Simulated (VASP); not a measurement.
# S (Pm) in VASP: single point with PBE

Aim: the single point of S with PBE.

Everything below comes from runs of VASP 6.6.1. Logs are shortened: lines on timing, memory, paths and dates and some standing lists are left out, and cuts for length are marked.

**1. The cell of the first run**

Symmetry: Pm, No. 6, monoclinic system. The conventional cell has a = 5.678 Å, b = 2.950 Å, c = 5.678 Å, α = 90.00°, β = 90.00°, γ = 90.00°. Within 2.5 Å of S (site symmetry m) lie 1 S at 1.87 Å. Within 2.5 Å of S (site symmetry m) lie 1 S at 1.87 Å. S (site symmetry m) has 1 S at 1.77 Å within 2.4 Å. S (site symmetry m) has 1 S at 1.77 Å within 2.4 Å.

**2. Single point, PBE (one atom moved)**

Contents of INCAR:

```
  PREC = Accurate
  ENCUT = 520
  EDIFF = 1E-7
  ISMEAR = 0
  SIGMA = 0.1
  LREAL = False
  LASPH = True
  NELM = 100
  ALGO = Normal
  ISIF = 2
  LWAVE = False
  LCHARG = True
  GGA = PE
  LELF = True
  LVHAR = True
  NBANDS = 20
```

Contents of KPOINTS:

```
Automatic mesh
0
Gamma
  8 8 12
```

Contents of POSCAR:

```
S
1.0
    5.6780537900      0.0000000000      0.0000000000
    0.0000000000      5.6780537900      0.0000000000
    0.0000000000      0.0000000000      2.9496155800
S
4
Direct
    0.8833913800      0.8833913800      0.5000000000
    0.1166086200      0.1166086200      0.5000000000
    0.3833913800      0.6166086200      0.0000000000
    0.6166086200      0.4098088825      0.0000000000
```

Potentials or basis: VASP PAW PBE potentials, release 64 (S).

Launch:

```
$ cat potpaw_PBE.64/S/POTCAR > POTCAR
$ mpirun -np 1 vasp_std > vasp.out
```

OUTCAR:

```text
PREC = Accurate
   ENCUT = 520
   EDIFF = 1E-7
   ISMEAR = 0
   LREAL = False
   LASPH = True
   NELM = 100
   ISIF = 2
   GGA = PE

 ion  position               nearest neighbor table
   1  0.883  0.883  0.500-   2 1.87
   2  0.117  0.117  0.500-   1 1.87
   3  0.383  0.617  0.000-   4 1.77
   4  0.617  0.410  0.000-   3 1.77

  LATTYP: Found a simple tetragonal cell.
 ALAT       =     5.6780537900
 C/A-ratio  =     0.5194765124

  Lattice vectors:

 A1 = (   5.6780537900,   0.0000000000,   0.0000000000)
 A2 = (   0.0000000000,   5.6780537900,   0.0000000000)
 A3 = (   0.0000000000,   0.0000000000,   2.9496155800)

Analysis of symmetry for initial positions (statically):
=====================================================================
 Subroutine PRICEL returns:
 Original cell was already a primitive cell.

 Routine SETGRP: Setting up the symmetry group for a
 simple tetragonal supercell.

 Subroutine GETGRP returns: Found  2 space group operations
 (whereof  2 operations were pure point group operations)
 out of a pool of 16 trial point group operations.

The static configuration has the point symmetry C_1h.

Analysis of symmetry for dynamics (positions and initial velocities):
=====================================================================
 Subroutine PRICEL returns:
 Original cell was already a primitive cell.

 Routine SETGRP: Setting up the symmetry group for a
 simple tetragonal supercell.

 Subroutine GETGRP returns: Found  2 space group operations
 (whereof  2 operations were pure point group operations)
 out of a pool of 16 trial point group operations.

The dynamic configuration has the point symmetry C_1h.

 Subroutine INISYM returns: Found  2 space group operations
 (whereof  2 operations are pure point group operations),
 and found     1 'primitive' translations

----------------------------------------------------------------------------------------

                                     Primitive cell

  volume of cell :      95.0965

  direct lattice vectors                    reciprocal lattice vectors
     5.678053790  0.000000000  0.000000000     0.176116683  0.000000000  0.000000000
     0.000000000  5.678053790  0.000000000     0.000000000  0.176116683  0.000000000
     0.000000000  0.000000000  2.949615580     0.000000000  0.000000000  0.339027230

  length of vectors
     5.678053790  5.678053790  2.949615580     0.176116683  0.176116683  0.339027230

  position of ions in fractional coordinates (direct lattice)
     0.883391380  0.883391380  0.500000000
     0.116608620  0.116608620  0.500000000
     0.383391380  0.616608620  0.000000000
     0.616608620  0.409808883  0.000000000

  ion indices of the primitive-cell ions
   primitive index   ion index
                 1           1
                 2           2
                 3           3
                 4           4

----------------------------------------------------------------------------------------

 KPOINTS: Automatic mesh

Automatic generation of k-mesh.
 Grid dimensions read from file:
 generate k-points for:    8    8   12

 Generating k-lattice:

  Cartesian coordinates                     Fractional coordinates (reciprocal lattice)
     0.022014585  0.000000000  0.000000000     0.125000000  0.000000000  0.000000000
     0.000000000  0.022014585  0.000000000     0.000000000  0.125000000  0.000000000
     0.000000000  0.000000000  0.028252269     0.000000000  0.000000000  0.083333333

  Length of vectors
     0.022014585  0.022014585  0.028252269

  Shift w.r.t. Gamma in fractional coordinates (k-lattice)
     0.000000000  0.000000000  0.000000000

 Subroutine IBZKPT returns following result:
 ===========================================

 Found    238 irreducible k-points:

 Following reciprocal coordinates:
            Coordinates               Weight
  0.000000  0.000000  0.000000      1.000000
  0.125000  0.000000  0.000000      2.000000
  0.000000  0.125000  0.000000      2.000000
  0.250000  0.000000  0.000000      2.000000
  0.000000  0.250000  0.000000      2.000000
  0.375000  0.000000  0.000000      2.000000
[... 16 lines left out ...]
 -0.250000  0.250000  0.000000      2.000000
  0.375000  0.250000  0.000000      2.000000
 [... further k-points ...]
   k-points           NKPTS =    238   k-points in BZ     NKDIM =    238   number of bands    NBANDS=     20
   number of dos      NEDOS =    301   number of ions     NIONS =      4
   total plane-waves  NPLWV =  42336
   dimension x,y,z NGX =    42 NGY =   42 NGZ =   24
   dimension x,y,z NGXF=    84 NGYF=   84 NGZF=   48
   ions per type =               4
   NGX,Y,Z   is equivalent  to a cutoff of  12.30, 12.30, 13.53 a.u.
   NGXF,Y,Z  is equivalent  to a cutoff of  24.59, 24.59, 27.05 a.u.
 SYSTEM =  unknown system
   PREC   = accura    normal or accurate (medium, high low for compatibility)
   ISTART =      0    job   : 0-new  1-cont  2-samecut
   ICHARG =      2    charge: 1-file 2-atom 10-const
   ISPIN  =      1    spin polarized calculation?
   LNONCOLLINEAR =      F non collinear calculations
   LSORBIT =      F    spin-orbit coupling
   LASPH  =      T    aspherical Exc in radial PAW
   ENCUT  =  520.0 eV  38.22 Ry    6.18 a.u.  10.56 10.56  5.48*2*pi/ulx,y,z
   NELM   =    100;   NELMIN=  2; NELMDL= -5     # of ELM steps
   EDIFF  = 0.1E-06   stopping-criterion for ELM
   LREAL  =      F    real-space projection
   EDIFFG = 0.1E-05   stopping-criterion for IOM
   NSW    =      0    number of steps for IOM
   IBRION =     -1    ionic relax: 0-MD 1-quasi-New 2-CG
   NFREE  =      0    steps in history (QN), initial steepest desc. (CG)
   ISIF   =      2    stress and relaxation
   ISYM   =      2    0-nonsym 1-usesym 2-fastsym
   POTIM  = 0.5000    time-step for ionic-motion
   TEBEG  =    0.0;   TEEND  =   0.0 temperature during run
   PSTRESS=    0.0 pullay stress
   NELECT =      24.0000    total number of electrons
   NUPDOWN=      -1.0000    fix difference up-down
   EMIN   =  10.00;   EMAX   =-10.00  energy-range for DOS
   EFERMI =   0.00;   METHOD = LEGACY
   ISMEAR =     0;   SIGMA  =   0.10  broadening in eV -4-tet -1-fermi 0-gaus
   EFERMI_NEDOS =   21; number of points for ismear=-14 and -15
   IALGO  =     38    algorithm
   IMIX   =      4    mixing-type and parameters
     AMIX     =   0.40;   BMIX     =  1.00
     AMIX_MAG =   1.60;   BMIX_MAG =  1.00
  volume/ion in A,a.u.               =      23.77       160.44
  Fermi-wavevector in a.u.,A,eV,Ry     =   1.034563  1.955041 14.562607  1.070321
  Thomas-Fermi vector in A             =   2.168865
   LORBIT       =      0    0 simple, 1 ext, 2 COOP (PROOUT), +10 PAW based schemes
   GGA     = PE    functional components
   LHFCALC =     F    Hartree Fock is set to
   AEXX    =    0.0000 exact exchange contribution
   IVDW    =     0    specifies the selected vdW correction
   LEPSILON=     F    determine dielectric tensor
   LRPA    =     F    only Hartree local field effects (RPA)
 non-spin polarized calculation
 Gauss-broadening in eV      SIGMA  =   0.10
  energy-cutoff  :      520.00
  volume of cell :       95.10
 maximum number of plane-waves:      2595
   NGX = 21   NGY = 21   NGZ = 11

 number of electron      24.0000000 magnetization

 Free energy of the ion-electron system (eV)
  ---------------------------------------------------
  ext. energy  EPLUGINS =         0.00000000
  ---------------------------------------------------
  free energy    TOTEN  =       -14.82670839 eV

  energy without entropy =      -14.80652503  energy(sigma->0) =      -14.81661671

 E-fermi :   3.1947     XC(G=0):  -8.7655

 val. band max:        3.1923685183   @ k =   0.3750   0.0000   0.2500
 cond. band min:       3.1947901304   @ k =   0.0000   0.2500   0.2500
 fundamental gap:      0.0024216122
 Fermi energy:         3.1946709508

 k-point     1 :       0.0000    0.0000    0.0000
  band No.  band energies     occupation
      1     -14.1932      2.00000
      2     -13.0923      2.00000
      3      -7.6423      2.00000
      4      -7.5373      2.00000
      5      -2.5421      2.00000
      6      -1.9060      2.00000
[... 12 lines left out ...]
     19      10.7069      0.00000
     20      11.1643      0.00000

 k-point     2 :       0.1250    0.0000    0.0000
  band No.  band energies     occupation
      1     -14.1857      2.00000
      2     -13.1016      2.00000
      3      -7.6374      2.00000
      4      -7.5376      2.00000
      5      -2.6686      2.00000
      6      -2.2023      2.00000
[... 12 lines left out ...]
     19      10.8761      0.00000
     20      11.1507      0.00000

 k-point     3 :       0.0000    0.1250    0.0000
  band No.  band energies     occupation
      1     -14.1861      2.00000
      2     -13.1012      2.00000
      3      -7.6380      2.00000
      4      -7.5358      2.00000
      5      -2.6601      2.00000
      6      -2.2473      2.00000
[... 12 lines left out ...]
     19      10.8672      0.00000
     20      11.1569      0.00000

 k-point     4 :       0.2500    0.0000    0.0000
  band No.  band energies     occupation
      1     -14.1670      2.00000
      2     -13.1249      2.00000
      3      -7.6235      2.00000
      4      -7.5399      2.00000
      5      -2.8811      2.00000
      6      -2.5395      2.00000
[... 12 lines left out ...]
     19      11.0729      0.00000
     20      11.2934      0.00000

 k-point     5 :       0.0000    0.2500    0.0000
  band No.  band energies     occupation
      1     -14.1683      2.00000
      2     -13.1232      2.00000
      3      -7.6277      2.00000
      4      -7.5313      2.00000
      5      -2.8697      2.00000
      6      -2.6057      2.00000
[... 12 lines left out ...]
     19      11.0137      0.00000
     20      11.3809      0.00000
[... 353 lines left out ...]
      6      -2.8746      2.00000
[... 12 lines left out ...]
     19      10.5551      0.00000
     20      10.7174      0.00000

 k-point    22 :       0.2500    0.2500    0.0000
  band No.  band energies     occupation
      1     -14.1507      2.00000
      2     -13.1380      2.00000
      3      -7.6428      2.00000
      4      -7.5763      2.00000
      5      -3.0536      2.00000
      6      -2.2736      2.00000
[... 12 lines left out ...]
     19      10.6064      0.00000
     20      11.0754      0.00000

 k-point    23 :      -0.2500    0.2500    0.0000
  band No.  band energies     occupation
      1     -14.1523      2.00000
      2     -13.1347      2.00000
      3      -7.7092      2.00000
      4      -7.5224      2.00000
      5      -2.9505      2.00000
      6      -2.0084      2.00000
[... 12 lines left out ...]
     19      10.7917      0.00000
     20      10.9232      0.00000

 k-point    24 :       0.3750    0.2500    0.0000
  band No.  band energies     occupation
      1     -14.1386      2.00000
      2     -13.1472      2.00000
      3      -7.6772      2.00000
      4      -7.5914      2.00000
      5      -2.9474      2.00000
      6      -2.3746      2.00000
[... 12 lines left out ...]
     19      10.3196      0.00000
     20      10.5455      0.00000

 [... further k-points ...]
[... 5 lines left out ...]
  --------------------------------------------------------------------------------------
  -------------------------------------------------------------------------------------
  Total        5.6621969      4.5952377      0.8512930     -3.5688211      0.0000000      0.0000000
  in kB       95.3962120     77.4201741     14.3425125    -60.1271938      0.0000000      0.0000000
  external PRESSURE =      62.3862995 kB  Pullay stress =       0.0000000 kB

 VOLUME and BASIS-vectors are now :
 -----------------------------------------------------------------------------
  energy-cutoff  :      520.00
  volume of cell :       95.10
      direct lattice vectors                 reciprocal lattice vectors
     5.678053790  0.000000000  0.000000000     0.176116683  0.000000000  0.000000000
     0.000000000  5.678053790  0.000000000     0.000000000  0.176116683  0.000000000
     0.000000000  0.000000000  2.949615580     0.000000000  0.000000000  0.339027230

 POSITION                                       TOTAL-FORCE (eV/Angst)
 -----------------------------------------------------------------------------------
      5.01594      5.01594      1.47481        -0.509517     -0.404482      0.000000
      0.66211      0.66211      1.47481         0.511954      0.451825      0.000000
      2.17692      3.50114      0.00000        -3.541763      3.172881      0.000000
      3.50114      2.32692      0.00000         3.539326     -3.220224      0.000000
 -----------------------------------------------------------------------------------
    total drift:                                0.000036     -0.000076      0.000000

  FREE ENERGIE OF THE ION-ELECTRON SYSTEM (eV)
  ---------------------------------------------------
  free  energy   TOTEN  =       -14.8267083941 eV

  energy  without entropy=      -14.8065250341  energy(sigma->0) =      -14.81661671
```

It took 2.4 min on 1 thread of Intel Xeon 6975P-C (Granite Rapids), shared host; peak memory 0.41 GiB.

What came out:

| Property | Result |
| --- | --- |
| Free energy | -14.8267 eV |
| Pressure | 6.2 GPa |
| Largest force | 4.785 eV/Å |
| Band gap on the k mesh | zero (band 12 reaches 4.13 eV, above the bottom of band 13 at 2.22 eV) |

Forces in eV/Å, atoms in the order of the input:
```
S   -0.510 -0.404  0.000
S    0.512  0.452  0.000
S   -3.542  3.173  0.000
S    3.539 -3.220  0.000
```

Caveat: the cell differs from its parent crystal (one atom moved); forces of over 1 eV/Å act on the atoms, so gaps and moduli don't describe the material at rest.
